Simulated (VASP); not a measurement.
# Rh in VASP: single point with PBE

Aim: the single point of Rh with PBE.

Everything below comes from runs of VASP 6.6.1. Logs are shortened: lines on timing, memory, paths and dates and some standing lists are left out, and cuts for length are marked.

## (1) The cell of the first run

The cell holds a slab with vacuum, 17 atoms: a = 5.374 Å, b = 5.374 Å, c = 16.700 Å, α = 90.00°, β = 90.00°, γ = 90.00°.

## (2) Single point, PBE

File INCAR:

```
SYSTEM = Rh
PREC     = Accurate       ! precision mode
ENCUT    = 400            ! plane-wave cutoff, eV
EDIFF    = 1E-6           ! SCF threshold, eV
ISMEAR   = -1             ! smearing method
SIGMA    = 0.05           ! smearing width, eV
LREAL    = .FALSE.        ! projectors in reciprocal space
LASPH    = .TRUE.         ! aspherical terms in the spheres
NELM     = 120            ! most SCF steps
ALGO     = Normal         ! electronic algorithm
ISIF     = 2              ! what is computed and relaxed
LWAVE    = .FALSE.        ! write WAVECAR
LCHARG   = .FALSE.        ! write CHGCAR
GGA      = PE             ! functional
NBANDS   = 142            ! bands
GGA_COMPAT= .FALSE.      
NELMDL   = -8
```

File KPOINTS:

```
regular mesh
0
G
  2 2 1
  0 0 0
```

File POSCAR:

```
Rh
1.0
    5.3740120000      0.0000000000      0.0000000000
    0.0000000000      5.3740120000      0.0000000000
    0.0000000000      0.0000000000     16.7000000000
Rh
17
Direct
    0.2499994418      0.2499994418      0.0598802395
    0.7499983253      0.2499994418      0.0598802395
    0.2499994418      0.7499983253      0.0598802395
    0.7499983253      0.7499983253      0.0598802395
   -0.0001116484     -0.0445291153      0.1748383234
    0.4940443006     -0.0164495353      0.1732455090
    0.0780980764      0.4929836405      0.1845389222
    0.4879780693      0.5126709803      0.1630359281
    0.2604013538      0.2541676498      0.3029041916
    0.7447322410      0.2585777628      0.2972155689
    0.2855408585      0.7402476958      0.2992634731
    0.7960905186      0.7442856473      0.3068323353
   -0.2753250272     -0.0349273504      0.4261976048
    0.2229991299      0.0820802038      0.4466766467
   -0.0134164196      0.5193884941      0.4327065868
    0.4724961537      0.5917925006      0.4275329341
    0.5565488131      0.2515997359      0.5281017964
```

Potentials or basis: VASP PAW PBE potentials, release 64 (Rh_pv).

On the command line:

```sh
cat potpaw_PBE.64/Rh_pv/POTCAR > POTCAR
mpirun -np 1 vasp_std > vasp.out
```

OUTCAR:

```text
SYSTEM = Rh
   PREC = Accurate
   ENCUT = 400
   EDIFF = 1E-6
   ISMEAR = -1
   LREAL = .FALSE.
   LASPH = .TRUE.
   NELM = 120
   ISIF = 2
   GGA = PE
   NELMDL = -8

 ion  position               nearest neighbor table
   1  0.250  0.250  0.060-   8 2.57   7 2.63   2 2.69   3 2.69   3 2.69   2 2.69   6 2.71   5 2.83

   2  0.750  0.250  0.060-   8 2.63   4 2.69   1 2.69   1 2.69   4 2.69   6 2.74   5 2.83   7 3.02

   3  0.250  0.750  0.060-   8 2.50   5 2.59   6 2.62   7 2.66   1 2.69   4 2.69   1 2.69   4 2.69

   4  0.750  0.750  0.060-   8 2.56   5 2.59   6 2.66   3 2.69   2 2.69   2 2.69   3 2.69   7 3.06

   5  1.000  0.955  0.175-   7 2.53   4 2.59   3 2.59   6 2.66  12 2.71   6 2.72   2 2.83   1 2.83
                            11 2.83   7 2.92  10 2.95   9 3.02
   6  0.494  0.984  0.173-   8 2.54   3 2.62   4 2.66   5 2.66   1 2.71  11 2.72   5 2.72   2 2.74
                             8 2.85  10 2.88   9 2.89  12 3.04
   7  0.078  0.493  0.185-   8 2.23   5 2.53   9 2.55  11 2.58   1 2.63   3 2.66  12 2.88  10 2.89
                             5 2.92   2 3.02   4 3.06   8 3.19
   8  0.488  0.513  0.163-   7 2.23   3 2.50   6 2.54   4 2.56   1 2.57   2 2.63  11 2.80   6 2.85
                            10 2.96   9 2.98  12 3.17   7 3.19
   9  0.260  0.254  0.303-   7 2.55  14 2.58  10 2.60  11 2.62  11 2.77  10 2.77   6 2.89   8 2.98
                            15 2.98  16 2.99   5 3.02
  10  0.745  0.259  0.297-   9 2.60  12 2.63  13 2.67   9 2.77  12 2.78   6 2.88   7 2.89   5 2.95
                            15 2.96   8 2.96  16 3.18
  11  0.286  0.740  0.299-  16 2.50   7 2.58   9 2.62  12 2.63   6 2.72  12 2.75   9 2.77   8 2.80
                             5 2.83  15 2.99  14 3.09
  12  0.796  0.744  0.307-  13 2.35  10 2.63  15 2.63  11 2.63   5 2.71  11 2.75  10 2.78  16 2.79
                             7 2.88   6 3.04   8 3.17
  13  0.725  0.965  0.426-  12 2.35  16 2.42  17 2.47  10 2.67  14 2.77  15 2.78  14 2.79  15 3.30

  14  0.223  0.082  0.447-  17 2.43   9 2.58  15 2.68  13 2.77  13 2.79  16 2.97  16 3.07  11 3.09
                            15 3.29
  15  0.987  0.519  0.433-  12 2.63  16 2.64  14 2.68  13 2.78  16 2.79  10 2.96   9 2.98  11 2.99
                            17 3.15  14 3.29  13 3.30
  16  0.472  0.592  0.428-  13 2.42  11 2.50  17 2.52  15 2.64  12 2.79  15 2.79  14 2.97   9 2.99
                            14 3.07  10 3.18
  17  0.557  0.252  0.528-  14 2.43  13 2.47  16 2.52  15 3.15

  LATTYP: Found a simple tetragonal cell.
 ALAT       =     5.3740120000
 C/A-ratio  =     3.1075479549

  Lattice vectors:

 A1 = (   5.3740120000,   0.0000000000,   0.0000000000)
 A2 = (   0.0000000000,   5.3740120000,   0.0000000000)
 A3 = (   0.0000000000,   0.0000000000,  16.7000000000)

Analysis of symmetry for initial positions (statically):
=====================================================================
 Subroutine PRICEL returns:
 Original cell was already a primitive cell.

 Routine SETGRP: Setting up the symmetry group for a
 simple tetragonal supercell.

 Subroutine GETGRP returns: Found  1 space group operations
 (whereof  1 operations were pure point group operations)
 out of a pool of 16 trial point group operations.

The static configuration has the point symmetry C_1 .

Analysis of symmetry for dynamics (positions and initial velocities):
=====================================================================
 Subroutine PRICEL returns:
 Original cell was already a primitive cell.

 Routine SETGRP: Setting up the symmetry group for a
 simple tetragonal supercell.

 Subroutine GETGRP returns: Found  1 space group operations
 (whereof  1 operations were pure point group operations)
 out of a pool of 16 trial point group operations.

The dynamic configuration has the point symmetry C_1 .

 Subroutine INISYM returns: Found  1 space group operations
 (whereof  1 operations are pure point group operations),
 and found     1 'primitive' translations

----------------------------------------------------------------------------------------

                                     Primitive cell

  volume of cell :     482.2961

  direct lattice vectors                    reciprocal lattice vectors
     5.374012000  0.000000000  0.000000000     0.186080716  0.000000000  0.000000000
     0.000000000  5.374012000  0.000000000     0.000000000  0.186080716  0.000000000
     0.000000000  0.000000000 16.700000000     0.000000000  0.000000000  0.059880240

  length of vectors
     5.374012000  5.374012000 16.700000000     0.186080716  0.186080716  0.059880240

  position of ions in fractional coordinates (direct lattice)
     0.249999442  0.249999442  0.059880240
     0.749998325  0.249999442  0.059880240
     0.249999442  0.749998325  0.059880240
     0.749998325  0.749998325  0.059880240
     0.999888352  0.955470885  0.174838323
     0.494044301  0.983550465  0.173245509
[... 9 lines left out ...]
     0.472496154  0.591792501  0.427532934
     0.556548813  0.251599736  0.528101796

  ion indices of the primitive-cell ions
   primitive index   ion index
                 1           1
                 2           2
                 3           3
                 4           4
                 5           5
                 6           6
[... 9 lines left out ...]
                16          16
                17          17

----------------------------------------------------------------------------------------

 KPOINTS: regular mesh

Automatic generation of k-mesh.
 Grid dimensions read from file:
 generate k-points for:    2    2    1

 Generating k-lattice:

  Cartesian coordinates                     Fractional coordinates (reciprocal lattice)
     0.093040358  0.000000000  0.000000000     0.500000000  0.000000000  0.000000000
     0.000000000  0.093040358  0.000000000     0.000000000  0.500000000  0.000000000
     0.000000000  0.000000000  0.059880240     0.000000000  0.000000000  1.000000000

  Length of vectors
     0.093040358  0.093040358  0.059880240

  Shift w.r.t. Gamma in fractional coordinates (k-lattice)
     0.000000000  0.000000000  0.000000000

 Subroutine IBZKPT returns following result:
 ===========================================

 Found      4 irreducible k-points:

 Following reciprocal coordinates:
            Coordinates               Weight
  0.000000  0.000000  0.000000      1.000000
  0.500000  0.000000  0.000000      1.000000
  0.000000  0.500000  0.000000      1.000000
  0.500000  0.500000  0.000000      1.000000
   k-points           NKPTS =      4   k-points in BZ     NKDIM =      4   number of bands    NBANDS=    142
   number of dos      NEDOS =    301   number of ions     NIONS =     17
   total plane-waves  NPLWV = 145152
   dimension x,y,z NGX =    36 NGY =   36 NGZ =  112
   dimension x,y,z NGXF=    72 NGYF=   72 NGZF=  224
   ions per type =              17
   NGX,Y,Z   is equivalent  to a cutoff of  11.14, 11.14, 11.15 a.u.
   NGXF,Y,Z  is equivalent  to a cutoff of  22.27, 22.27, 22.30 a.u.
 SYSTEM =  Rh
   PREC   = accura    normal or accurate (medium, high low for compatibility)
   ISTART =      0    job   : 0-new  1-cont  2-samecut
   ICHARG =      2    charge: 1-file 2-atom 10-const
   ISPIN  =      1    spin polarized calculation?
   LNONCOLLINEAR =      F non collinear calculations
   LSORBIT =      F    spin-orbit coupling
   LASPH  =      T    aspherical Exc in radial PAW
   ENCUT  =  400.0 eV  29.40 Ry    5.42 a.u.   8.76  8.76 27.23*2*pi/ulx,y,z
   NELM   =    120;   NELMIN=  2; NELMDL= -8     # of ELM steps
   EDIFF  = 0.1E-05   stopping-criterion for ELM
   LREAL  =      F    real-space projection
   EDIFFG = 0.1E-04   stopping-criterion for IOM
   NSW    =      0    number of steps for IOM
   IBRION =     -1    ionic relax: 0-MD 1-quasi-New 2-CG
   NFREE  =      0    steps in history (QN), initial steepest desc. (CG)
   ISIF   =      2    stress and relaxation
   ISYM   =      2    0-nonsym 1-usesym 2-fastsym
   POTIM  = 0.5000    time-step for ionic-motion
   TEBEG  =    0.0;   TEEND  =   0.0 temperature during run
   PSTRESS=    0.0 pullay stress
   NELECT =     255.0000    total number of electrons
   NUPDOWN=      -1.0000    fix difference up-down
   EMIN   =  10.00;   EMAX   =-10.00  energy-range for DOS
   EFERMI =   0.00;   METHOD = LEGACY
   ISMEAR =    -1;   SIGMA  =   0.05  broadening in eV -4-tet -1-fermi 0-gaus
   EFERMI_NEDOS =   21; number of points for ismear=-14 and -15
   IALGO  =     38    algorithm
   IMIX   =      4    mixing-type and parameters
     AMIX     =   0.40;   BMIX     =  1.00
     AMIX_MAG =   1.60;   BMIX_MAG =  1.00
  volume/ion in A,a.u.               =      28.37       191.45
  Fermi-wavevector in a.u.,A,eV,Ry     =   1.323784  2.501588 23.842889  1.752403
  Thomas-Fermi vector in A             =   2.453366
   LORBIT       =      0    0 simple, 1 ext, 2 COOP (PROOUT), +10 PAW based schemes
   GGA     = PE    functional components
   LHFCALC =     F    Hartree Fock is set to
   AEXX    =    0.0000 exact exchange contribution
   IVDW    =     0    specifies the selected vdW correction
   LEPSILON=     F    determine dielectric tensor
   LRPA    =     F    only Hartree local field effects (RPA)
 non-spin polarized calculation
  energy-cutoff  :      400.00
  volume of cell :      482.30
 maximum number of plane-waves:      8823
 NGX is ok and might be reduce to    36
   NGX = 17   NGY = 17   NGZ = 55

 number of electron     254.9999982 magnetization

 Free energy of the ion-electron system (eV)
  ---------------------------------------------------
  ext. energy  EPLUGINS =         0.00000000
  ---------------------------------------------------
  free energy    TOTEN  =      -110.89334780 eV

  energy without entropy =     -110.62229088  energy(sigma->0) =     -110.75781934

 E-fermi :   3.3038     XC(G=0):  -8.2256

 val. band max:        3.3033864874   @ k =   0.5000   0.0000   0.0000
 cond. band min:       3.3131838084   @ k =   0.0000   0.5000   0.0000
 fundamental gap:      0.0097973210
 Fermi energy:         3.3037743846

 k-point     1 :       0.0000    0.0000    0.0000
  band No.  band energies     occupation
      1     -44.3476      2.00000
      2     -43.8474      2.00000
      3     -43.8235      2.00000
      4     -43.7029      2.00000
      5     -43.6237      2.00000
      6     -43.5501      2.00000
[... 557 lines left out ...]
    138       3.7449      0.00029
    139       3.7981      0.00010
 [bands above 139 left out]

------------------------ aborting loop because EDIFF is reached ----------------------------------------

  FORCE on cell =-STRESS in cart. coord.  units (eV):
  Direction    XX          YY          ZZ          XY          YZ          ZX
  --------------------------------------------------------------------------------------
  -------------------------------------------------------------------------------------
  Total      -10.1798317    -15.7996688    -11.3860606     -0.1581980      1.0624802     -0.3677937
  in kB      -33.8171845    -52.4861638    -37.8242512     -0.5255305      3.5295365     -1.2218029
  external PRESSURE =     -41.3758665 kB  Pullay stress =       0.0000000 kB

 VOLUME and BASIS-vectors are now :
 -----------------------------------------------------------------------------
  energy-cutoff  :      400.00
  volume of cell :      482.30
      direct lattice vectors                 reciprocal lattice vectors
     5.374012000  0.000000000  0.000000000     0.186080716  0.000000000  0.000000000
     0.000000000  5.374012000  0.000000000     0.000000000  0.186080716  0.000000000
     0.000000000  0.000000000 16.700000000     0.000000000  0.000000000  0.059880240

 POSITION                                       TOTAL-FORCE (eV/Angst)
 -----------------------------------------------------------------------------------
      1.34350      1.34350      1.00000        -0.260125     -0.569272      0.288380
      4.03050      1.34350      1.00000         0.502480     -0.176358      0.882769
      1.34350      4.03050      1.00000        -0.358297      0.100587     -0.906926
      4.03050      4.03050      1.00000         0.315037     -0.035245      0.109152
      5.37341      5.13471      2.91980        -0.262069      2.308337      0.806699
      2.65500      5.28561      2.89320         0.779647      1.526425      0.778529
[... 9 lines left out ...]
      2.53920      3.18030      7.13980         0.383530     -1.413189      0.217966
      2.99090      1.35210      8.81930         0.489505      0.421000     -0.525699
 -----------------------------------------------------------------------------------
    total drift:                                0.000402     -0.001274      0.001693

  FREE ENERGIE OF THE ION-ELECTRON SYSTEM (eV)
  ---------------------------------------------------
  free  energy   TOTEN  =      -110.8933477979 eV

  energy  without entropy=     -110.6222908786  energy(sigma->0) =     -110.75781934
```

Wall time 15 min (1 thread of Oxide Virtual Turin-like, shared host); peak memory 0.37 GiB.

What came out:

* Free energy: -110.8933 eV
* Largest force: 6.034 eV/Å
* Band gap on the k mesh: zero (an odd number of electrons rules out a gap without spin polarisation)

Forces in eV/Å, atoms in the order of the input:
```
Rh  -0.260 -0.569  0.288
Rh   0.502 -0.176  0.883
Rh  -0.358  0.101 -0.907
Rh   0.315 -0.035  0.109
Rh  -0.262  2.308  0.807
Rh   0.780  1.526  0.779
Rh  -5.885 -1.327 -0.126
Rh   5.052 -1.356  1.399
Rh   0.089 -0.582 -0.043
Rh   0.900 -0.596 -0.187
Rh  -0.501  1.168 -0.261
Rh  -1.024 -0.670 -2.747
Rh   0.971  2.193  1.829
Rh  -0.791 -0.853 -0.819
Rh  -0.401 -0.138 -0.697
Rh   0.384 -1.413  0.218
Rh   0.490  0.421 -0.526
```

Levels at points of the mesh, in eV from the Fermi level:
```tsv
k point	band 124	band 125	band 126	band 127	band 128	band 129	band 130	band 131	band 132	band 133
(0.00, 0.00, 0.00)	0.04	0.08	0.11	0.14	0.18	0.26	0.28	0.35	0.40	0.51
(0.50, 0.00, 0.00)	-0.31	-0.24	-0.18	-0.15	-0.08	0.00	0.08	0.10	0.18	0.31
(0.00, 0.50, 0.00)	-0.23	-0.16	-0.08	-0.07	0.01	0.03	0.10	0.15	0.24	0.28
(0.50, 0.50, 0.00)	-0.59	-0.49	-0.45	-0.39	-0.35	-0.22	-0.13	-0.03	0.07	0.14
```

Caveat: the k points lie up to 0.58 Å⁻¹ apart, too coarse for converged energies and pressures of a metal; the atoms stand as in a frame of molecular dynamics; there is no dipole correction, which matters where the two faces differ.
